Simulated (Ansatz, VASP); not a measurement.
**One calculation of Au, two programs**

The input INCAR:

```
PREC = Accurate ; ENCUT = 600
EDIFF = 1E-7 ; ISMEAR = -1
SIGMA = 0.05 ; LREAL = F
LASPH = T ; NELM = 80
ALGO = Normal ; ISIF = 3
LWAVE = F ; LCHARG = F
GGA = B5 ; ALDAX = 1.0
AGGAX = 1.0 ; AGGAC = 1.0
ALDAC = 0.0 ; IVDW = 12
VDW_S6 = 1.0 ; VDW_S8 = 2.6996
VDW_A1 = 0.4298 ; VDW_A2 = 4.2359
IBRION = 2 ; NSW = 60
EDIFFG = -0.01
```

KPOINTS

```
regular mesh
0
Gamma
  10 10 10
```

The input POSCAR:

```
Au
1.0
    2.7484100000      0.0000000000      0.0000000000
    0.0000000000      2.7484100000      0.0000000000
    0.0000000000      0.0000000000      2.7484100000
Au
1
Direct
    0.5000000000      0.5000000000      0.5000000000
```

Contents of input.yaml:

```yaml
crystal:
  lattice:
    - [2.74841, 0.0, 0.0]
    - [0.0, 2.74841, 0.0]
    - [0.0, 0.0, 2.74841]
  atoms:
    - { symbol: Au, position: [0.5, 0.5, 0.5] }
hamiltonian:
  xc: blyp
  pseudopotentials: { kind: paw }
  dispersion: d3bj
kpoints:
  mp_grid: { grid: [10, 10, 10] }
scf:
  occupations: { method: fermi_dirac, width: 0.05 }
output:
  forces: true
  stress: true
  eigenvalues: true
relax:
  f_tol: 0.01
  max_steps: 40
  cell: { stress_tol: 0.05 }
```

Alike in both runs: task relaxation of cell and atoms; functional BLYP; dispersion D3(BJ); k mesh 10 × 10 × 10; occupations fermi-dirac, width 0.05 eV; no spin polarisation.

```csv
,VASP,Ansatz
version,VASP 6.6.1,Ansatz 0.2.0
potentials or method,"VASP PAW PBE potentials, release 64 (Au)",Ansatz PAW
plane-wave cutoff (eV),600,420
valence electrons in the cell,11,19
```

VASP gave:

| Item | Value |
| --- | --- |
| gap on the k mesh at the Fermi level, each at its own relaxed structure (eV) | none |
| relaxed volume (Å³/atom) | 20.46 |
| relaxed cell length with the largest relative difference (Å) | 2.735 |

Estimate Ansatz's values.

gap on the k mesh at the Fermi level, each at its own relaxed structure (eV): none; relaxed volume (Å³/atom): 20.34; relaxed cell length with the largest relative difference (Å): 2.730.

VASP's potentials were made for PBE, not for BLYP. A gap of «none» marks a metal or a gap that the smearing closes. VASP's potentials hold 11 valence electrons a cell and Ansatz's 19, so a difference there can come from the potentials and not from the codes.

Spin-orbit coupling is off throughout. Noted on Ansatz's run: the plane-wave basis is chosen anew once the cell has moved, so the energies of steps on either side of that aren't comparable.
